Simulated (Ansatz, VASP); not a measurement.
**TaN in VASP and in Ansatz**

Contents of INCAR:

```
PREC = Accurate
ENCUT = 600
EDIFF = 1E-6
ISMEAR = 0
SIGMA = 0.1
LREAL = F
LASPH = T
NELM = 200
ALGO = Normal
ISIF = 2
LWAVE = F
LCHARG = T
ISPIN = 2
MAGMOM = 1 1 0 0
LORBIT = 11
LMAXMIX = 4
GGA = PE
LELF = T
LVHAR = T
NBANDS = 28
GGA_COMPAT = F
```

KPOINTS

```
Automatic mesh
0
Gamma
  6 6 4
```

Contents of POSCAR:

```
TaN
1.0
    3.0793747597      0.0000000000      0.0000000000
   -1.5396873798      2.6668167696      0.0000000000
    0.0000000000      0.0000000000      4.9364412247
Ta N
2 2
Direct
    0.3333333333      0.6666666667     -0.0007707949
    0.6666666667      0.3333333333      0.4992292051
    0.3333333333      0.6666666667      0.3807707949
    0.6666666667      0.3333333333      0.8807707949
```

Input for Ansatz:

```yaml
crystal:
  lattice:
    - [3.0793747597, 0.0, 0.0]
    - [-1.5396873798, 2.6668167696, 0.0]
    - [0.0, 0.0, 4.9364412247]
  atoms:
    - { symbol: Ta, position: [0.3333333333, 0.6666666667, -0.0007707949], spin: 1.0 }
    - { symbol: Ta, position: [0.6666666667, 0.3333333333, 0.4992292051], spin: 1.0 }
    - { symbol: "N", position: [0.3333333333, 0.6666666667, 0.3807707949] }
    - { symbol: "N", position: [0.6666666667, 0.3333333333, 0.8807707949] }
basis:
  ecutwfc: 420
kpoints:
  mp_grid: { grid: [6, 6, 4] }
hamiltonian:
  xc: pbe
scf:
  occupations: { method: gaussian, width: 0.1 }
  lower_state_search: "off"
output:
  forces: true
  stress: true
  eigenvalues: true
  populations: true
magnetization:
  spin_polarized: true
```

Alike in both runs: task single point; functional PBE; k mesh 6 × 6 × 4; occupations gaussian, width 0.1 eV; collinear spin.

```csv
,VASP,Ansatz
version,VASP 6.6.1,Ansatz 0.2.0
potentials or method,"VASP PAW PBE potentials, release 64 (Ta_pv, N), cutoff 600 eV","scalar-relativistic, plane waves, PAW"
valence electrons in the cell,32,36
```

```tsv
	VASP	Ansatz	Ansatz less VASP
gap on the k mesh at the Fermi level (eV)	none	none	-
rms of the force components (eV/Å)	0.783	0.769	-0.0143
net moment per atom (μB)	0.00	0.00	0.000
```

Atom by atom the forces differ by 0.014 eV/Å (rms over components). A gap of «none» marks a metal or a gap that the smearing closes. The functional is the same, so the differences come from potentials, cutoffs and numerics. VASP's potentials hold 32 valence electrons a cell and Ansatz's 36, so a difference there can come from the potentials and not from the codes. Ansatz's warnings: seeded moment not kept.

The k mesh is coarse, so the values compare programs but aren't converged. Spin-orbit coupling is off throughout.
